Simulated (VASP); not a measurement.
# Mg (P6_3/mmc) in VASP: notebook

The runs below take Mg through single point, relaxation of cell and atoms, with PBE+D4, revPBE, PBE+D3(BJ).

Everything below comes from runs of VASP 6.6.1. Logs are shortened: lines on timing, memory, paths and dates and some standing lists are left out, and cuts for length are marked.

### 1 The cell of the first run

The structure is hexagonal, space group P6_3/mmc (No. 194). The conventional cell has a = 3.176 Å, b = 3.176 Å, c = 5.320 Å, α = 90.00°, β = 90.00°, γ = 120.00°. Mg (site symmetry -6m2) has 12 Mg at 3.18 to 3.23 Å within 4.2 Å.

### 2 Single point, PBE+D4

INCAR reads:

```
PREC = Accurate ; ENCUT = 520
EDIFF = 1E-7 ; ISMEAR = -1
SIGMA = 0.05 ; LREAL = F
LASPH = T ; NELM = 60
ALGO = Normal ; ISIF = 2
LWAVE = F ; LCHARG = T
GGA = PE ; IVDW = 13
LELF = T ; LVHAR = T
NBANDS = 9
```

KPOINTS reads:

```
regular mesh
0
Gamma
  10 10 5
```

POSCAR reads:

```
Mg
1.0
    3.1760597891      0.0000000000      0.0000000000
   -1.5880298946      2.7505484613      0.0000000000
    0.0000000000      0.0000000000      5.3203984503
Mg
2
Direct
    0.6666666667      0.3333333333      0.7500000000
    0.3333333333      0.6666666667      0.2500000000
```

Potentials or basis: VASP PAW PBE potentials, release 64 (Mg).

Run with:

```
$ cat potpaw_PBE.64/Mg/POTCAR > POTCAR
$ mpirun -np 1 vasp_std > vasp.out
```

OUTCAR:

```text
PREC = Accurate
   ENCUT = 520
   EDIFF = 1E-7
   ISMEAR = -1
   LREAL = F
   LASPH = T
   NELM = 60
   ISIF = 2
   GGA = PE
   IVDW = 13

 ion  position               nearest neighbor table
   1  0.667  0.333  0.750-   2 3.23   2 3.23   2 3.23   2 3.23   2 3.23   2 3.23
   2  0.333  0.667  0.250-   1 3.23   1 3.23   1 3.23   1 3.23   1 3.23   1 3.23

  LATTYP: Found a hexagonal cell.
 ALAT       =     3.1760597891
 C/A-ratio  =     1.6751568936

  Lattice vectors:

 A1 = (   3.1760597891,   0.0000000000,   0.0000000000)
 A2 = (  -1.5880298946,   2.7505484613,   0.0000000000)
 A3 = (   0.0000000000,   0.0000000000,   5.3203984503)

Analysis of symmetry for initial positions (statically):
=====================================================================
 Subroutine PRICEL returns:
 Original cell was already a primitive cell.

 Routine SETGRP: Setting up the symmetry group for a
 hexagonal supercell.

 Subroutine GETGRP returns: Found 24 space group operations
 (whereof 12 operations were pure point group operations)
 out of a pool of 24 trial point group operations.

The static configuration has the point symmetry D_3d.
 The point group associated with its full space group is D_6h.

Analysis of symmetry for dynamics (positions and initial velocities):
=====================================================================
 Subroutine PRICEL returns:
 Original cell was already a primitive cell.

 Routine SETGRP: Setting up the symmetry group for a
 hexagonal supercell.

 Subroutine GETGRP returns: Found 24 space group operations
 (whereof 12 operations were pure point group operations)
 out of a pool of 24 trial point group operations.

The dynamic configuration has the point symmetry D_3d.
 The point group associated with its full space group is D_6h.

 Subroutine INISYM returns: Found 24 space group operations
 (whereof 12 operations are pure point group operations),
 and found     1 'primitive' translations

----------------------------------------------------------------------------------------

                                     Primitive cell

  volume of cell :      46.4785

  direct lattice vectors                    reciprocal lattice vectors
     3.176059789  0.000000000  0.000000000     0.314855534  0.181781927  0.000000000
    -1.588029895  2.750548461  0.000000000     0.000000000  0.363563854  0.000000000
     0.000000000  0.000000000  5.320398450     0.000000000  0.000000000  0.187955848

  length of vectors
     3.176059789  3.176059789  5.320398450     0.363563854  0.363563854  0.187955848

  position of ions in fractional coordinates (direct lattice)
     0.666666667  0.333333333  0.750000000
     0.333333333  0.666666667  0.250000000

  ion indices of the primitive-cell ions
   primitive index   ion index
                 1           1
                 2           2

----------------------------------------------------------------------------------------

 KPOINTS: regular mesh

Automatic generation of k-mesh.
 Grid dimensions read from file:
 generate k-points for:   10   10    5

 Generating k-lattice:

  Cartesian coordinates                     Fractional coordinates (reciprocal lattice)
     0.031485553  0.018178193  0.000000000     0.100000000  0.000000000  0.000000000
     0.000000000  0.036356385  0.000000000     0.000000000  0.100000000  0.000000000
     0.000000000  0.000000000  0.037591170     0.000000000  0.000000000  0.200000000

  Length of vectors
     0.036356385  0.036356385  0.037591170

  Shift w.r.t. Gamma in fractional coordinates (k-lattice)
     0.000000000  0.000000000  0.000000000

 Subroutine IBZKPT returns following result:
 ===========================================

 Found     42 irreducible k-points:

 Following reciprocal coordinates:
            Coordinates               Weight
  0.000000  0.000000  0.000000      1.000000
  0.100000  0.000000  0.000000      6.000000
  0.200000  0.000000  0.000000      6.000000
  0.300000  0.000000  0.000000      6.000000
  0.400000  0.000000  0.000000      6.000000
  0.500000 -0.000000  0.000000      3.000000
[... 16 lines left out ...]
  0.300000  0.100000  0.200000     24.000000
  0.400000  0.100000  0.200000     24.000000
 [... further k-points ...]
   k-points           NKPTS =     42   k-points in BZ     NKDIM =     42   number of bands    NBANDS=      9
   number of dos      NEDOS =    301   number of ions     NIONS =      2
   total plane-waves  NPLWV =  23040
   dimension x,y,z NGX =    24 NGY =   24 NGZ =   40
   dimension x,y,z NGXF=    48 NGYF=   48 NGZF=   80
   ions per type =               2
   NGX,Y,Z   is equivalent  to a cutoff of  12.56, 12.56, 12.50 a.u.
   NGXF,Y,Z  is equivalent  to a cutoff of  25.12, 25.12, 25.00 a.u.
 SYSTEM =  unknown system
   PREC   = accura    normal or accurate (medium, high low for compatibility)
   ISTART =      0    job   : 0-new  1-cont  2-samecut
   ICHARG =      2    charge: 1-file 2-atom 10-const
   ISPIN  =      1    spin polarized calculation?
   LNONCOLLINEAR =      F non collinear calculations
   LSORBIT =      F    spin-orbit coupling
   LASPH  =      T    aspherical Exc in radial PAW
   ENCUT  =  520.0 eV  38.22 Ry    6.18 a.u.   5.91  5.91  9.89*2*pi/ulx,y,z
   NELM   =     60;   NELMIN=  2; NELMDL= -5     # of ELM steps
   EDIFF  = 0.1E-06   stopping-criterion for ELM
   LREAL  =      F    real-space projection
   EDIFFG = 0.1E-05   stopping-criterion for IOM
   NSW    =      0    number of steps for IOM
   IBRION =     -1    ionic relax: 0-MD 1-quasi-New 2-CG
   NFREE  =      0    steps in history (QN), initial steepest desc. (CG)
   ISIF   =      2    stress and relaxation
   ISYM   =      2    0-nonsym 1-usesym 2-fastsym
   POTIM  = 0.5000    time-step for ionic-motion
   TEBEG  =    0.0;   TEEND  =   0.0 temperature during run
   PSTRESS=    0.0 pullay stress
   NELECT =       4.0000    total number of electrons
   NUPDOWN=      -1.0000    fix difference up-down
   EMIN   =  10.00;   EMAX   =-10.00  energy-range for DOS
   EFERMI =   0.00;   METHOD = LEGACY
   ISMEAR =    -1;   SIGMA  =   0.05  broadening in eV -4-tet -1-fermi 0-gaus
   EFERMI_NEDOS =   21; number of points for ismear=-14 and -15
   IALGO  =     38    algorithm
   IMIX   =      4    mixing-type and parameters
     AMIX     =   0.40;   BMIX     =  1.00
     AMIX_MAG =   1.60;   BMIX_MAG =  1.00
  volume/ion in A,a.u.               =      23.24       156.83
  Fermi-wavevector in a.u.,A,eV,Ry     =   0.722788  1.365871  7.107985  0.522422
  Thomas-Fermi vector in A             =   1.812839
   LORBIT       =      0    0 simple, 1 ext, 2 COOP (PROOUT), +10 PAW based schemes
   GGA     = PE    functional components
   LHFCALC =     F    Hartree Fock is set to
   AEXX    =    0.0000 exact exchange contribution
   IVDW    =    13    specifies the selected vdW correction
   LEPSILON=     F    determine dielectric tensor
   LRPA    =     F    only Hartree local field effects (RPA)
 non-spin polarized calculation
  energy-cutoff  :      520.00
  volume of cell :       46.48
 maximum number of plane-waves:      1285
 NGX is ok and might be reduce to    24
   NGX = 11   NGY = 11   NGZ = 19

 number of electron       4.0000000 magnetization

 Free energy of the ion-electron system (eV)
  ---------------------------------------------------
  ext. energy  EPLUGINS =         0.00000000
  ---------------------------------------------------
  free energy    TOTEN  =        -3.01139089 eV

  energy without entropy =       -3.00266433  energy(sigma->0) =       -3.00702761

 E-fermi :   2.6184     XC(G=0):  -8.4530

 val. band max:        2.5615163735   @ k =   0.3000   0.3000   0.4000
 cond. band min:       2.6316086277   @ k =   0.4000   0.1000   0.4000
 fundamental gap:      0.0700922542
 Fermi energy:         2.6184444855

 k-point     1 :       0.0000    0.0000    0.0000
  band No.  band energies     occupation
      1      -4.3091      2.00000
      2       0.7543      2.00000
      3       1.0411      2.00000
      4      13.7680      0.00000
      5      13.7680      0.00000
      6      13.9328      0.00000
      7      13.9328      0.00000
      8      14.0696      0.00000
      9      16.0635      0.00000

 k-point     2 :       0.1000    0.0000    0.0000
  band No.  band energies     occupation
      1      -4.1098      2.00000
      2       0.9373      2.00000
      3       1.2356      2.00000
      4      10.9460      0.00000
      5      12.3554      0.00000
      6      13.0642      0.00000
      7      14.7780      0.00000
      8      15.5449      0.00000
      9      15.5525      0.00000

 k-point     3 :       0.2000    0.0000    0.0000
  band No.  band energies     occupation
      1      -3.5144      2.00000
      2       1.4866      2.00000
      3       1.8091      2.00000
      4       7.9381      0.00000
      5      11.1897      0.00000
      6      11.5132      0.00000
      7      12.5346      0.00000
      8      13.5163      0.00000
      9      15.6562      0.00000

 k-point     4 :       0.3000    0.0000    0.0000
  band No.  band energies     occupation
      1      -2.5302      2.00000
      2       2.4033      1.97332
      3       2.6991      0.33250
      4       5.2610      0.00000
      5       9.6922      0.00000
      6       9.7892      0.00000
      7      10.3579      0.00000
      8      12.0332      0.00000
      9      14.6750      0.00000
[... 205 lines left out ...]
 k-point    22 :       0.2000    0.1000    0.2000
  band No.  band energies     occupation
      1      -2.7126      2.00000
      2       0.3826      2.00000
      3       4.3552      0.00000
      4       6.8677      0.00000
      5       8.5538      0.00000
      6       9.9067      0.00000
      7      11.5151      0.00000
      8      13.1709      0.00000
      9      13.4818      0.00000

 k-point    23 :       0.3000    0.1000    0.2000
  band No.  band energies     occupation
      1      -1.5429      2.00000
      2       1.4961      2.00000
      3       4.1132      0.00000
      4       5.6157      0.00000
      5       6.9803      0.00000
      6       8.2659      0.00000
      7      10.6776      0.00000
      8      11.4280      0.00000
      9      13.4634      0.00000

 k-point    24 :       0.4000    0.1000    0.2000
  band No.  band energies     occupation
      1      -0.0092      2.00000
      2       1.8148      2.00000
      3       3.1327      0.00007
      4       4.8896      0.00000
      5       6.7895      0.00000
      6       7.8110      0.00000
      7       9.2070      0.00000
      8      10.6674      0.00000
      9      13.2959      0.00000

 [... further k-points ...]

------------------------ aborting loop because EDIFF is reached ----------------------------------------

  DFT-D4 for vdW energy calculation

  Edisp (eV):   -0.32137

  FORCE on cell =-STRESS in cart. coord.  units (eV):
  Direction    XX          YY          ZZ          XY          YZ          ZX
  --------------------------------------------------------------------------------------
  -------------------------------------------------------------------------------------
  Total      -0.04222    -0.04222    -0.03770     0.00000     0.00000     0.00000
  in kB      -1.45524    -1.45524    -1.29969     0.00000     0.00000     0.00000
  external pressure =       -1.40 kB  Pullay stress =        0.00 kB

 VOLUME and BASIS-vectors are now :
 -----------------------------------------------------------------------------
  energy-cutoff  :      520.00
  volume of cell :       46.48
      direct lattice vectors                 reciprocal lattice vectors
     3.176059789  0.000000000  0.000000000     0.314855534  0.181781927  0.000000000
    -1.588029895  2.750548461  0.000000000     0.000000000  0.363563854  0.000000000
     0.000000000  0.000000000  5.320398450     0.000000000  0.000000000  0.187955848

 POSITION                                       TOTAL-FORCE (eV/Angst)
 -----------------------------------------------------------------------------------
      1.58803      0.91685      3.99030        -0.000000     -0.000000      0.000000
     -0.00000      1.83370      1.33010         0.000000      0.000000      0.000000
 -----------------------------------------------------------------------------------
    total drift:                                0.000000     -0.000000      0.000000

  FREE ENERGIE OF THE ION-ELECTRON SYSTEM (eV)
  ---------------------------------------------------
  free  energy   TOTEN  =        -3.3327599575 eV

  energy  without entropy=       -3.3240334017  energy(sigma->0) =       -3.32839668
```

Run time: 16 s. Hardware: 1 thread of AMD EPYC 7R43 (Zen 3), shared host; peak memory 0.12 GiB.

What came out:

| Quantity | Value |
| --- | --- |
| Free energy | -3.3328 eV |
| Pressure | -0.1 GPa |
| Band gap on the k mesh | zero (band 2 reaches 3.14 eV, above the bottom of band 3 at 1.04 eV) |
| Dispersion energy per atom | -0.161 eV |

Levels at points of the mesh, in eV from the Fermi level:
```csv
k point,band 1,band 2,band 3,band 4,band 5,band 6,band 7
"(0.00, 0.00, 0.00)",-6.93,-1.86,-1.58,11.15,11.15,11.31,11.31
"(0.50, 0.00, 0.00)",-2.09,-2.06,2.56,2.91,2.99,3.48,7.08
```

Caveat: pairwise dispersion overbinds metals, which lowers pressure and volume.

(Continued in part 2 of 2.)
